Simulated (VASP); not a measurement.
Set up this calculation in VASP 6.6.1, as the native input.

* Task: relaxation of shape and atoms at fixed volume
* Functional: PBE
* Potentials or basis: VASP PAW PBE potentials, release 64 (Si, N)
* Cutoff: 600 eV
* k mesh: 6 × 6 × 8
* Occupations: gaussian, width 0.02 eV
* Spin: no spin polarisation
* Dipole correction: no
* Further INCAR settings: ALGO = Normal; EDIFF = 1e-06; IBRION = 2; EDIFFG = -0.01; NSW = 50; ISIF = 4

The structure of Si3N4 lies in POSCAR:

```
Si3N4
1.0
    7.4201533228      0.0000000000      0.0000000000
   -3.7100766614      6.4260412776      0.0000000000
    0.0000000000      0.0000000000      2.8406806621
Si N
6 8
Direct
    0.7649413452      0.1712305166      0.2500000000
    0.5937108285      0.7649413452      0.7500000000
    0.8287694834      0.5937108285      0.2500000000
    0.2350586548      0.8287694834      0.7500000000
    0.4062891715      0.2350586548      0.2500000000
    0.1712305166      0.4062891715      0.7500000000
    0.0272037030      0.3290789677      0.2500000000
    0.6981247354      0.0272037030      0.7500000000
    0.6709210323      0.6981247354      0.2500000000
    0.9727962970      0.6709210323      0.7500000000
    0.3018752646      0.9727962970      0.2500000000
    0.3290789677      0.3018752646      0.7500000000
    0.6666666667      0.3333333333      0.2500000000
    0.3333333333      0.6666666667      0.7500000000
```

One way to write it, as run:

INCAR

```
SYSTEM = Si3N4
PREC     = Accurate       ! precision mode
ENCUT    = 600            ! plane-wave cutoff, eV
EDIFF    = 1E-6           ! SCF threshold, eV
ISMEAR   = 0              ! smearing method
SIGMA    = 0.02           ! smearing width, eV
LREAL    = .FALSE.        ! projectors in reciprocal space
LASPH    = .TRUE.         ! aspherical terms in the spheres
NELM     = 80             ! most SCF steps
ALGO     = Normal         ! electronic algorithm
ISIF     = 4              ! what is computed and relaxed
LWAVE    = .FALSE.        ! write WAVECAR
LCHARG   = .FALSE.        ! write CHGCAR
GGA      = PE             ! functional
IBRION   = 2              ! ionic algorithm
NSW      = 50             ! ionic steps
EDIFFG   = -0.01          ! ionic threshold
```

KPOINTS

```
regular mesh
0
G
  6 6 8
  0 0 0
```

Potentials or basis: VASP PAW PBE potentials, release 64 (Si, N).

Run with:

```console
$ cat potpaw_PBE.64/Si/POTCAR potpaw_PBE.64/N/POTCAR > POTCAR
$ mpirun -np 1 vasp_std > vasp.out
```

It gave:

```
Energy gained by relaxing    : 0.4 meV/atom
Ionic steps                  : 10
Pressure after relaxing      : 25.9 GPa
Largest force after relaxing : 0.009 eV/Å
Band gap on the k mesh       : 4.55 eV (least direct gap 4.76 eV)
```

It took 11 min on 1 thread of Intel(R) Xeon(R) 6975P-C (Granite Rapids) (shared host), peak memory 0.4 GiB.
